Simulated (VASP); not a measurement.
# ZnO (P6_3/mmc) in VASP: further runs

The runs below take ZnO through single point, with PBEsol.

Program: VASP 6.6.1. These are calculated values, not measurements. Logs are shortened: lines on timing, memory, paths and dates and some standing lists are left out, and cuts for length are marked.

## (1) The cell of the first run

Symmetry: P6_3/mmc, No. 194, hexagonal system. Conventional cell: a = 3.288 Å, b = 3.288 Å, c = 6.917 Å, α = 90.00°, β = 90.00°, γ = 120.00°. Zn (site symmetry -6m2) has 3 O at 1.90 Å within 2.5 Å. Within 2.5 Å of O (site symmetry -6m2) lie 3 Zn at 1.90 Å.

## (2) Single point, PBEsol (strain +0.000 along x and y, -0.030 along z)

The input, INCAR:

```
PREC = Accurate
ENCUT = 520
EDIFF = 1E-7
ISMEAR = 0
SIGMA = 0.05
LREAL = False
LASPH = True
NELM = 60
ALGO = Normal
ISIF = 2
LWAVE = False
LCHARG = False
GGA = PS
NBANDS = 26
```

The input, KPOINTS:

```
regular mesh
0
Gamma
  9 9 4
```

The input, POSCAR:

```
ZnO
1.0
    3.2879671587      0.0000000000      0.0000000000
   -1.6439835793      2.8474630862      0.0000000000
    0.0000000000      0.0000000000      6.9165281095
Zn O
2 2
Direct
    0.0000000000      0.0000000000      0.7500000000
    0.0000000000      0.0000000000      0.2500000000
    0.3333333333      0.6666666667      0.2500000000
    0.6666666667      0.3333333333      0.7500000000
```

Potentials or basis: VASP PAW PBE potentials, release 64 (Zn, O).

Command:

```
$ cat potpaw_PBE.64/Zn/POTCAR potpaw_PBE.64/O/POTCAR > POTCAR
$ mpirun -np 1 vasp_std > vasp.out
```

OUTCAR:

```text
PREC = Accurate
   ENCUT = 520
   EDIFF = 1E-7
   ISMEAR = 0
   LREAL = False
   LASPH = True
   NELM = 60
   ISIF = 2
   GGA = PS

 ion  position               nearest neighbor table
   1  0.000  0.000  0.750-   4 1.90   4 1.90   4 1.90
   2  0.000  0.000  0.250-   3 1.90   3 1.90   3 1.90
   3  0.333  0.667  0.250-   2 1.90   2 1.90   2 1.90
   4  0.667  0.333  0.750-   1 1.90   1 1.90   1 1.90

  LATTYP: Found a hexagonal cell.
 ALAT       =     3.2879671587
 C/A-ratio  =     2.1035879544

  Lattice vectors:

 A1 = (   3.2879671587,   0.0000000000,   0.0000000000)
 A2 = (  -1.6439835793,   2.8474630862,   0.0000000000)
 A3 = (   0.0000000000,   0.0000000000,   6.9165281095)

Analysis of symmetry for initial positions (statically):
=====================================================================
 Subroutine PRICEL returns:
 Original cell was already a primitive cell.

 Routine SETGRP: Setting up the symmetry group for a
 hexagonal supercell.

 Subroutine GETGRP returns: Found 24 space group operations
 (whereof 12 operations were pure point group operations)
 out of a pool of 24 trial point group operations.

The static configuration has the point symmetry D_3d.
 The point group associated with its full space group is D_6h.

Analysis of symmetry for dynamics (positions and initial velocities):
=====================================================================
 Subroutine PRICEL returns:
 Original cell was already a primitive cell.

 Routine SETGRP: Setting up the symmetry group for a
 hexagonal supercell.

 Subroutine GETGRP returns: Found 24 space group operations
 (whereof 12 operations were pure point group operations)
 out of a pool of 24 trial point group operations.

The dynamic configuration has the point symmetry D_3d.
 The point group associated with its full space group is D_6h.

 Subroutine INISYM returns: Found 24 space group operations
 (whereof 12 operations are pure point group operations),
 and found     1 'primitive' translations

----------------------------------------------------------------------------------------

                                     Primitive cell

  volume of cell :      64.7551

  direct lattice vectors                    reciprocal lattice vectors
     3.287967159  0.000000000  0.000000000     0.304139291  0.175594901  0.000000000
    -1.643983579  2.847463086  0.000000000     0.000000000  0.351189803  0.000000000
     0.000000000  0.000000000  6.916528109     0.000000000  0.000000000  0.144581210

  length of vectors
     3.287967159  3.287967159  6.916528109     0.351189803  0.351189803  0.144581210

  position of ions in fractional coordinates (direct lattice)
     0.000000000  0.000000000  0.750000000
     0.000000000  0.000000000  0.250000000
     0.333333333  0.666666667  0.250000000
     0.666666667  0.333333333  0.750000000

  ion indices of the primitive-cell ions
   primitive index   ion index
                 1           1
                 2           2
                 3           3
                 4           4

----------------------------------------------------------------------------------------

 KPOINTS: regular mesh

Automatic generation of k-mesh.
 Grid dimensions read from file:
 generate k-points for:    9    9    4

 Generating k-lattice:

  Cartesian coordinates                     Fractional coordinates (reciprocal lattice)
     0.033793255  0.019510545  0.000000000     0.111111111 -0.000000000  0.000000000
     0.000000000  0.039021089  0.000000000     0.000000000  0.111111111  0.000000000
     0.000000000  0.000000000  0.036145302     0.000000000  0.000000000  0.250000000

  Length of vectors
     0.039021089  0.039021089  0.036145302

  Shift w.r.t. Gamma in fractional coordinates (k-lattice)
     0.000000000  0.000000000  0.000000000

 Subroutine IBZKPT returns following result:
 ===========================================

 Found     36 irreducible k-points:

 Following reciprocal coordinates:
            Coordinates               Weight
  0.000000  0.000000  0.000000      1.000000
  0.111111  0.000000  0.000000      6.000000
  0.222222 -0.000000  0.000000      6.000000
  0.333333 -0.000000  0.000000      6.000000
  0.444444 -0.000000  0.000000      6.000000
  0.111111  0.111111  0.000000      6.000000
[... 16 lines left out ...]
  0.333333  0.222222  0.250000     24.000000
  0.333333  0.333333  0.250000      4.000000
 [... further k-points ...]
   k-points           NKPTS =     36   k-points in BZ     NKDIM =     36   number of bands    NBANDS=     26
   number of dos      NEDOS =    301   number of ions     NIONS =      4
   total plane-waves  NPLWV =  31104
   dimension x,y,z NGX =    24 NGY =   24 NGZ =   54
   dimension x,y,z NGXF=    48 NGYF=   48 NGZF=  108
   ions per type =               2   2
   NGX,Y,Z   is equivalent  to a cutoff of  12.13, 12.13, 12.98 a.u.
   NGXF,Y,Z  is equivalent  to a cutoff of  24.27, 24.27, 25.96 a.u.
 SYSTEM =  unknown system
   PREC   = accura    normal or accurate (medium, high low for compatibility)
   ISTART =      0    job   : 0-new  1-cont  2-samecut
   ICHARG =      2    charge: 1-file 2-atom 10-const
   ISPIN  =      1    spin polarized calculation?
   LNONCOLLINEAR =      F non collinear calculations
   LSORBIT =      F    spin-orbit coupling
   LASPH  =      T    aspherical Exc in radial PAW
   ENCUT  =  520.0 eV  38.22 Ry    6.18 a.u.   6.11  6.11 12.86*2*pi/ulx,y,z
   NELM   =     60;   NELMIN=  2; NELMDL= -5     # of ELM steps
   EDIFF  = 0.1E-06   stopping-criterion for ELM
   LREAL  =      F    real-space projection
   EDIFFG = 0.1E-05   stopping-criterion for IOM
   NSW    =      0    number of steps for IOM
   IBRION =     -1    ionic relax: 0-MD 1-quasi-New 2-CG
   NFREE  =      0    steps in history (QN), initial steepest desc. (CG)
   ISIF   =      2    stress and relaxation
   ISYM   =      2    0-nonsym 1-usesym 2-fastsym
   POTIM  = 0.5000    time-step for ionic-motion
   TEBEG  =    0.0;   TEEND  =   0.0 temperature during run
   PSTRESS=    0.0 pullay stress
   NELECT =      36.0000    total number of electrons
   NUPDOWN=      -1.0000    fix difference up-down
   EMIN   =  10.00;   EMAX   =-10.00  energy-range for DOS
   EFERMI =   0.00;   METHOD = LEGACY
   ISMEAR =     0;   SIGMA  =   0.05  broadening in eV -4-tet -1-fermi 0-gaus
   EFERMI_NEDOS =   21; number of points for ismear=-14 and -15
   IALGO  =     38    algorithm
   IMIX   =      4    mixing-type and parameters
     AMIX     =   0.40;   BMIX     =  1.00
     AMIX_MAG =   1.60;   BMIX_MAG =  1.00
  volume/ion in A,a.u.               =      16.19       109.25
  Fermi-wavevector in a.u.,A,eV,Ry     =   1.346122  2.543802 24.654362  1.812044
  Thomas-Fermi vector in A             =   2.473980
   LORBIT       =      0    0 simple, 1 ext, 2 COOP (PROOUT), +10 PAW based schemes
   GGA     = PS    functional components
   LHFCALC =     F    Hartree Fock is set to
   AEXX    =    0.0000 exact exchange contribution
   IVDW    =     0    specifies the selected vdW correction
   LEPSILON=     F    determine dielectric tensor
   LRPA    =     F    only Hartree local field effects (RPA)
 non-spin polarized calculation
 Gauss-broadening in eV      SIGMA  =   0.05
  energy-cutoff  :      520.00
  volume of cell :       64.76
 maximum number of plane-waves:      1770
   NGX = 13   NGY = 13   NGZ = 25

 number of electron      35.9999995 magnetization

 Free energy of the ion-electron system (eV)
  ---------------------------------------------------
  ext. energy  EPLUGINS =         0.00000000
  ---------------------------------------------------
  free energy    TOTEN  =       -18.27913628 eV

  energy without entropy =      -18.27913628  energy(sigma->0) =      -18.27913628

 E-fermi :  -0.5393     XC(G=0):  -9.3641

 val. band max:       -0.7819791902   @ k =   0.0000   0.0000   0.0000
 cond. band min:      -0.0700935011   @ k =   0.0000   0.0000   0.0000
 fundamental gap:      0.7118856892
 Fermi energy:        -0.5392797292

 k-point     1 :       0.0000    0.0000    0.0000
  band No.  band energies     occupation
      1     -18.1889      2.00000
      2     -18.0840      2.00000
      3      -6.9145      2.00000
      4      -6.9145      2.00000
      5      -6.8949      2.00000
      6      -6.8949      2.00000
[... 18 lines left out ...]
     25      11.8654      0.00000
     26      12.7817      0.00000

 k-point     2 :       0.1111    0.0000    0.0000
  band No.  band energies     occupation
      1     -18.1309      2.00000
      2     -18.0319      2.00000
      3      -6.9377      2.00000
      4      -6.9216      2.00000
      5      -6.8329      2.00000
      6      -6.8132      2.00000
[... 18 lines left out ...]
     25      11.8637      0.00000
     26      12.0927      0.00000

 k-point     3 :       0.2222   -0.0000    0.0000
  band No.  band energies     occupation
      1     -17.9804      2.00000
      2     -17.8984      2.00000
      3      -6.9565      2.00000
      4      -6.9483      2.00000
      5      -6.6053      2.00000
      6      -6.5858      2.00000
[... 18 lines left out ...]
     25      11.6951      0.00000
     26      12.6183      0.00000

 k-point     4 :       0.3333   -0.0000    0.0000
  band No.  band energies     occupation
      1     -17.8013      2.00000
      2     -17.7447      2.00000
      3      -6.8815      2.00000
      4      -6.8799      2.00000
      5      -6.2944      2.00000
      6      -6.2776      2.00000
[... 18 lines left out ...]
     25      11.5468      0.00000
     26      12.6975      0.00000
[... 496 lines left out ...]
      1     -17.7158      2.00000
      2     -17.6848      2.00000
      3      -6.7795      2.00000
      4      -6.7727      2.00000
      5      -6.0806      2.00000
      6      -6.0789      2.00000
[... 18 lines left out ...]
     25      10.0759      0.00000
     26      11.4787      0.00000

 k-point    23 :       0.3333    0.2222    0.2500
  band No.  band energies     occupation
      1     -17.6228      2.00000
      2     -17.6088      2.00000
      3      -6.5898      2.00000
      4      -6.5813      2.00000
      5      -6.0708      2.00000
      6      -5.9861      2.00000
[... 18 lines left out ...]
     25       9.6790      0.00000
     26      10.3849      0.00000

 k-point    24 :       0.3333    0.3333    0.2500
  band No.  band energies     occupation
      1     -17.5872      2.00000
      2     -17.5872      2.00000
      3      -6.4885      2.00000
      4      -6.4740      2.00000
      5      -6.0301      2.00000
      6      -6.0301      2.00000
[... 18 lines left out ...]
     25       8.9925      0.00000
     26       9.8816      0.00000

 [... further k-points ...]

------------------------ aborting loop because EDIFF is reached ----------------------------------------

  FORCE on cell =-STRESS in cart. coord.  units (eV):
  Direction    XX          YY          ZZ          XY          YZ          ZX
  --------------------------------------------------------------------------------------
  -------------------------------------------------------------------------------------
  Total       -2.2033507     -2.2033507     -0.3661716     -0.0000000     -0.0000000     -0.0000000
  in kB      -54.5155609    -54.5155609     -9.0598599     -0.0000000     -0.0000000     -0.0000000
  external PRESSURE =     -39.3636605 kB  Pullay stress =       0.0000000 kB

 VOLUME and BASIS-vectors are now :
 -----------------------------------------------------------------------------
  energy-cutoff  :      520.00
  volume of cell :       64.76
      direct lattice vectors                 reciprocal lattice vectors
     3.287967159  0.000000000  0.000000000     0.304139291  0.175594901  0.000000000
    -1.643983579  2.847463086  0.000000000     0.000000000  0.351189803  0.000000000
     0.000000000  0.000000000  6.916528109     0.000000000  0.000000000  0.144581210

 POSITION                                       TOTAL-FORCE (eV/Angst)
 -----------------------------------------------------------------------------------
      0.00000      0.00000      5.18740        -0.000000      0.000000      0.000000
      0.00000      0.00000      1.72913         0.000000      0.000000      0.000000
     -0.00000      1.89831      1.72913        -0.000000      0.000000     -0.000000
      1.64398      0.94915      5.18740         0.000000     -0.000000     -0.000000
 -----------------------------------------------------------------------------------
    total drift:                               -0.000000      0.000000      0.000000

  FREE ENERGIE OF THE ION-ELECTRON SYSTEM (eV)
  ---------------------------------------------------
  free  energy   TOTEN  =       -18.2791362797 eV

  energy  without entropy=      -18.2791362797  energy(sigma->0) =      -18.27913628
```

Wall time 59 s (1 thread of Intel Xeon Platinum 8488C (Sapphire Rapids), shared host); peak memory 0.2 GiB.

What came out:

```yaml
Free_energy: -18.2791 eV
Pressure: -3.9 GPa
Band_gap_on_the_k_mesh: 0.71 eV
```

Caveat: the cell differs from its parent crystal (strain +0.000 along x and y, -0.030 along z); the cell stands under tension; the PAW data sets were made with another functional, which shifts forces and pressure a little; an odd mesh through Γ misses points on the zone boundary, where band edges can lie.

## (3) Single point, PBEsol (strain -0.015 along x and y, +0.000 along z)

The input, INCAR:

```
PREC = Accurate ; ENCUT = 520
EDIFF = 1E-7 ; ISMEAR = 0
SIGMA = 0.05 ; LREAL = F
LASPH = T ; NELM = 60
ALGO = Normal ; ISIF = 2
LWAVE = F ; LCHARG = F
GGA = PS ; NBANDS = 26
```

The input, KPOINTS:

```
Automatic mesh
0
Gamma
  9 9 4
```

The input, POSCAR:

```
ZnO
1.0
    3.2386476513      0.0000000000      0.0000000000
   -1.6193238256      2.8047511399      0.0000000000
    0.0000000000      0.0000000000      7.1304413500
Zn O
2 2
Direct
    0.0000000000      0.0000000000      0.7500000000
    0.0000000000      0.0000000000      0.2500000000
    0.3333333333      0.6666666667      0.2500000000
    0.6666666667      0.3333333333      0.7500000000
```

Potentials or basis: VASP PAW PBE potentials, release 64 (Zn, O).

Command:

```
$ cat potpaw_PBE.64/Zn/POTCAR potpaw_PBE.64/O/POTCAR > POTCAR
$ mpirun -np 1 vasp_std > vasp.out
```

It took 58 s on 1 thread of Intel Xeon Platinum 8488C (Sapphire Rapids), shared host; peak memory 0.2 GiB.

The run converged. Its results:

```yaml
Free_energy: -18.2966 eV
Pressure: 0.3 GPa
Band_gap_on_the_k_mesh: 0.77 eV
```

Stress tensor (GPa, compression positive):
```
 0.92  0.00  0.00
 0.00  0.92  0.00
 0.00  0.00 -0.89
```

Levels at points of the mesh, in eV from the valence-band top:
```tsv
k point	band 16	band 17	band 18	band 19	band 20	band 21
(0.00, 0.00, 0.00)	-0.01	0.00	0.00	0.77	3.38	5.02
(0.00, 0.00, 0.50)	0.00	0.00	0.00	1.89	1.89	7.15
```

Caveat: the cell differs from its parent crystal (strain -0.015 along x and y, +0.000 along z); the PAW data sets were made with another functional, which shifts forces and pressure a little; an odd mesh through Γ misses points on the zone boundary, where band edges can lie.

[end of part 1 of 2]
